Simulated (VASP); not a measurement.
# ZrN (Fm-3m) in VASP: a series of runs

The runs below take ZrN through single point, with PBE, revPBE, PBEsol.

Program: VASP 6.6.1. These are calculated values, not measurements. Logs are shortened: lines on timing, memory, paths and dates and some standing lists are left out, and cuts for length are marked.

## 1. The cell of the first run

It takes space group Fm-3m (No. 225, cubic). The conventional cell has a = 4.589 Å, b = 4.589 Å, c = 4.589 Å, α = 90.00°, β = 90.00°, γ = 90.00°. Within 3.0 Å of Zr (site symmetry m-3m) lie 6 N at 2.29 Å. N (site symmetry m-3m) has 6 Zr at 2.29 Å within 3.0 Å.

## 2. Single point, PBE

INCAR

```
SYSTEM = ZrN
ALGO = Normal ; EDIFF = 1E-6
ENCUT = 600 ; GGA = PE
GGA_COMPAT = .FALSE. ; ISIF = 2
ISMEAR = 0 ; LASPH = .TRUE.
LCHARG = .FALSE. ; LREAL = .FALSE.
LWAVE = .FALSE. ; NBANDS = 16
NELM = 120 ; PREC = Accurate
SIGMA = 0.1
```

KPOINTS

```
k-points
0
G
  8 8 8
  0 0 0
```

POSCAR

```
ZrN
1.0
    0.0000000000      2.2942655869      2.2942655869
    2.2942655869      0.0000000000      2.2942655869
    2.2942655869      2.2942655869      0.0000000000
Zr N
1 1
Direct
    0.5000000000      0.5000000000      0.5000000000
    0.0000000000      0.0000000000      0.0000000000
```

Potentials or basis: VASP PAW PBE potentials, release 64 (Zr_sv, N).

Launch:

```bash
cat potpaw_PBE.64/Zr_sv/POTCAR potpaw_PBE.64/N/POTCAR > POTCAR
mpirun -np 1 vasp_std > vasp.out
```

OUTCAR:

```text
SYSTEM = ZrN
   EDIFF = 1E-6
   ENCUT = 600
   GGA = PE
   ISIF = 2
   ISMEAR = 0
   LASPH = .TRUE.
   LREAL = .FALSE.
   NELM = 120
   PREC = Accurate

 ion  position               nearest neighbor table
   1  0.500  0.500  0.500-   2 2.29   2 2.29   2 2.29   2 2.29   2 2.29   2 2.29
   2  0.000  0.000  0.000-   1 2.29   1 2.29   1 2.29   1 2.29   1 2.29   1 2.29

  LATTYP: Found a face centered cubic cell.
 ALAT       =     4.5885311738

  Lattice vectors:

 A1 = (   0.0000000000,   2.2942655869,   2.2942655869)
 A2 = (   2.2942655869,   0.0000000000,   2.2942655869)
 A3 = (   2.2942655869,   2.2942655869,   0.0000000000)

Analysis of symmetry for initial positions (statically):
=====================================================================
 Subroutine PRICEL returns:
 Original cell was already a primitive cell.

 Routine SETGRP: Setting up the symmetry group for a
 face centered cubic supercell.

 Subroutine GETGRP returns: Found 48 space group operations
[... 9 lines left out ...]

 Routine SETGRP: Setting up the symmetry group for a
 face centered cubic supercell.

 Subroutine GETGRP returns: Found 48 space group operations
[... 11 lines left out ...]
                                     Primitive cell

  volume of cell :      24.1524

  direct lattice vectors                    reciprocal lattice vectors
     0.000000000  2.294265587  2.294265587    -0.217934664  0.217934664  0.217934664
     2.294265587  0.000000000  2.294265587     0.217934664 -0.217934664  0.217934664
     2.294265587  2.294265587  0.000000000     0.217934664  0.217934664 -0.217934664

  length of vectors
     3.244581509  3.244581509  3.244581509     0.377473911  0.377473911  0.377473911

  position of ions in fractional coordinates (direct lattice)
     0.500000000  0.500000000  0.500000000
     0.000000000  0.000000000  0.000000000

  ion indices of the primitive-cell ions
   primitive index   ion index
                 1           1
                 2           2

----------------------------------------------------------------------------------------

 KPOINTS: k-points

Automatic generation of k-mesh.
 Grid dimensions read from file:
 generate k-points for:    8    8    8

 Generating k-lattice:

  Cartesian coordinates                     Fractional coordinates (reciprocal lattice)
    -0.027241833  0.027241833  0.027241833     0.125000000  0.000000000  0.000000000
     0.027241833 -0.027241833  0.027241833     0.000000000  0.125000000  0.000000000
     0.027241833  0.027241833 -0.027241833     0.000000000  0.000000000  0.125000000

  Length of vectors
[... 55 lines left out ...]
   EDIFF  = 0.1E-05   stopping-criterion for ELM
   LREAL  =      F    real-space projection
   EDIFFG = 0.1E-04   stopping-criterion for IOM
   NSW    =      0    number of steps for IOM
   IBRION =     -1    ionic relax: 0-MD 1-quasi-New 2-CG
   NFREE  =      0    steps in history (QN), initial steepest desc. (CG)
   ISIF   =      2    stress and relaxation
   ISYM   =      2    0-nonsym 1-usesym 2-fastsym
   POTIM  = 0.5000    time-step for ionic-motion
   TEBEG  =    0.0;   TEEND  =   0.0 temperature during run
   PSTRESS=    0.0 pullay stress
   NELECT =      17.0000    total number of electrons
   NUPDOWN=      -1.0000    fix difference up-down
   EMIN   =  10.00;   EMAX   =-10.00  energy-range for DOS
   EFERMI =   0.00;   METHOD = LEGACY
   ISMEAR =     0;   SIGMA  =   0.10  broadening in eV -4-tet -1-fermi 0-gaus
   EFERMI_NEDOS =   21; number of points for ismear=-14 and -15
   IALGO  =     38    algorithm
   IMIX   =      4    mixing-type and parameters
     AMIX     =   0.40;   BMIX     =  1.00
     AMIX_MAG =   1.60;   BMIX_MAG =  1.00
  volume/ion in A,a.u.               =      12.08        81.49
  Fermi-wavevector in a.u.,A,eV,Ry     =   1.456255  2.751923 28.853587  2.120679
  Thomas-Fermi vector in A             =   2.573195
   LORBIT       =      0    0 simple, 1 ext, 2 COOP (PROOUT), +10 PAW based schemes
   GGA     = PE    functional components
   LHFCALC =     F    Hartree Fock is set to
   AEXX    =    0.0000 exact exchange contribution
   IVDW    =     0    specifies the selected vdW correction
   LEPSILON=     F    determine dielectric tensor
   LRPA    =     F    only Hartree local field effects (RPA)
 non-spin polarized calculation
 Gauss-broadening in eV      SIGMA  =   0.10
  energy-cutoff  :      600.00
  volume of cell :       24.15
 maximum number of plane-waves:       821
 NGX is ok and might be reduce to    28
   NGX = 13   NGY = 13   NGZ = 13

 number of electron      17.0000000 magnetization

 Free energy of the ion-electron system (eV)
  ---------------------------------------------------
  ext. energy  EPLUGINS =         0.00000000
  ---------------------------------------------------
  free energy    TOTEN  =       -20.35461033 eV

  energy without entropy =      -20.34840414  energy(sigma->0) =      -20.35150724

 E-fermi :  11.9368     XC(G=0): -12.4918

 val. band max:       11.8965952869   @ k =   0.1250   0.0000   0.0000
 cond. band min:      11.9688081595   @ k =   0.3750   0.1250   0.0000
 fundamental gap:      0.0722128725
 Fermi energy:        11.9368170703

 k-point     1 :       0.0000    0.0000    0.0000
  band No.  band energies     occupation
      1     -37.6684      2.00000
      2     -15.2913      2.00000
      3     -15.2913      2.00000
      4     -15.2913      2.00000
      5      -4.3171      2.00000
      6       9.2944      2.00000
[... 433 lines left out ...]
      3     -15.6647      2.00000
      4     -15.4816      2.00000
      5      -2.6903      2.00000
      6       5.3040      2.00000
[... 8 lines left out ...]
     15      23.6112      0.00000
     16      24.8652      0.00000

 [... further k-points ...]

------------------------ aborting loop because EDIFF is reached ----------------------------------------

  FORCE on cell =-STRESS in cart. coord.  units (eV):
  Direction    XX          YY          ZZ          XY          YZ          ZX
  --------------------------------------------------------------------------------------
  -------------------------------------------------------------------------------------
  Total        0.2087957      0.2087957      0.2087957      0.0000000     -0.0000000      0.0000000
  in kB       13.8506792     13.8506792     13.8506792      0.0000000     -0.0000000      0.0000000
  external PRESSURE =      13.8506792 kB  Pullay stress =       0.0000000 kB

 VOLUME and BASIS-vectors are now :
 -----------------------------------------------------------------------------
  energy-cutoff  :      600.00
  volume of cell :       24.15
      direct lattice vectors                 reciprocal lattice vectors
     0.000000000  2.294265587  2.294265587    -0.217934664  0.217934664  0.217934664
     2.294265587  0.000000000  2.294265587     0.217934664 -0.217934664  0.217934664
     2.294265587  2.294265587  0.000000000     0.217934664  0.217934664 -0.217934664

 POSITION                                       TOTAL-FORCE (eV/Angst)
 -----------------------------------------------------------------------------------
      2.29427      2.29427      2.29427         0.000000      0.000000      0.000000
      0.00000      0.00000      0.00000        -0.000000     -0.000000     -0.000000
 -----------------------------------------------------------------------------------
    total drift:                                0.000000      0.000000      0.000000

  FREE ENERGIE OF THE ION-ELECTRON SYSTEM (eV)
  ---------------------------------------------------
  free  energy   TOTEN  =       -20.3546103349 eV

  energy  without entropy=      -20.3484041365  energy(sigma->0) =      -20.35150724
```

stdout:

```text
POSCAR found type information on POSCAR ZrN
 POSCAR found :  2 types and       2 ions
 scaLAPACK will be used
 LDA part: xc-table for (Slater+PW92), standard interpolation
 POSCAR, INCAR and KPOINTS ok, starting setup
 FFT: planning ... GRIDC
 FFT: planning ... GRID_SOFT
 FFT: planning ... GRID
 WAVECAR not read
 entering main loop
```

Run time: 21 s. Hardware: 1 thread of Intel Xeon 8259CL, shared host; peak memory 0.16 GiB.

What came out:

* Free energy: -20.3546 eV
* Pressure: 1.4 GPa

## 3. Single point, revPBE

INCAR

```
SYSTEM = ZrN
  PREC = Accurate
  ENCUT = 600
  EDIFF = 1E-6
  ISMEAR = 0
  SIGMA = 0.1
  LREAL = .FALSE.
  LASPH = .TRUE.
  NELM = 120
  ALGO = Normal
  ISIF = 2
  LWAVE = .FALSE.
  LCHARG = .FALSE.
  GGA = RE
  NBANDS = 16
  GGA_COMPAT = .FALSE.
```

KPOINTS

```
regular mesh
0
G
  8 8 8
  0 0 0
```

POSCAR

```
ZrN
1.0
    0.0000000000      2.2942655869      2.2942655869
    2.2942655869      0.0000000000      2.2942655869
    2.2942655869      2.2942655869      0.0000000000
Zr N
1 1
Direct
    1.1880000000      1.2250000000      0.7630000000
    0.6880000000      0.7250000000      0.2630000000
```

Potentials or basis: VASP PAW PBE potentials, release 64 (Zr_sv, N).

Launch:

```bash
cat potpaw_PBE.64/Zr_sv/POTCAR potpaw_PBE.64/N/POTCAR > POTCAR
mpirun -np 1 vasp_std > vasp.out
```

Run time: 22 s. Hardware: 1 thread of Intel Xeon 8259CL, shared host; peak memory 0.16 GiB.

It converged, with:

* Free energy: -19.5505 eV
* Pressure: 4.2 GPa

Levels at points of the mesh, in eV from the Fermi level:
```csv
k point,band 6,band 7,band 8,band 9,band 10,band 11,band 12,band 13
"(0.00, 0.00, 0.00)",-2.65,-2.65,-2.65,-0.40,-0.40,-0.40,1.57,1.57
"(0.50, 0.00, 0.00)",-7.64,-5.68,-5.68,3.01,3.07,3.07,4.73,7.68
"(0.50, 0.50, 0.00)",-4.57,-3.47,-3.16,-3.16,3.34,4.50,4.50,4.90
```

Caveat: the PAW data sets were made with another functional, which shifts forces and pressure a little.

(Continued in part 2 of 2.)
